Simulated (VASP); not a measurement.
The system is AuI3.

```
Au I
1.0
    -2.62859    2.62859    4.58625
     2.62859   -2.62859    4.58625
     2.62859    2.62859   -4.58625
Au I
1 3
Direct
  0.00000 0.00000 0.00000
  0.25000 0.75000 0.50000
  0.75000 0.25000 0.50000
  0.50000 0.50000 0.00000
```

| Quantity | Value |
| --- | --- |
| Program | VASP 6.6.1 |
| Task | relaxation of cell and atoms |
| Functional | PBE |
| Potentials or basis | VASP PAW PBE potentials, release 64 (Au, I) |
| Cutoff | 600 eV |
| k mesh | 12 × 12 × 12 |
| Occupations | gaussian, width 0.1 eV |
| Spin | no spin polarisation |

At the start: pressure -0.3 GPa; volume 31.69 Å³/atom.

Task: Where does the relaxation end?

Result: Over 7 steps the energy falls by 66.3 meV/atom and the volume is 30.76 Å³/atom (-2.9 %); space group Fm-3m (No. 225, to 0.05 Å).

Step by step:
| step | energy change (eV) | largest force (eV/Å) | pressure (GPa) | volume (Å³) |
| --- | --- | --- | --- | --- |
| 1 | 0.0000 | 0.0000 | -0.25 | 126.75 |
| 2 | -0.0797 | 0.0000 | -0.21 | 125.78 |
| 3 | -0.2463 | 0.0000 | 0.27 | 122.13 |
| 4 | -0.2576 | 0.0000 | 0.80 | 120.04 |
| 5 | -0.2595 | 0.0000 | 0.67 | 120.50 |
| 6 | -0.2637 | 0.0000 | -0.32 | 124.37 |
| 7 | -0.2651 | 0.0000 | 0.00 | 123.05 |

Final structure:
```xyz
4
Lattice="-2.7906 2.7906 3.9502 2.7906 -2.7906 3.9502 2.7906 2.7906 -3.9502" Properties=species:S:1:pos:R:3 pbc="T T T"
Au    0.0000    0.0000    0.0000
I     2.7906    0.0000    1.9751
I     0.0000    2.7906    1.9751
I     0.0000    0.0000    3.9502
```
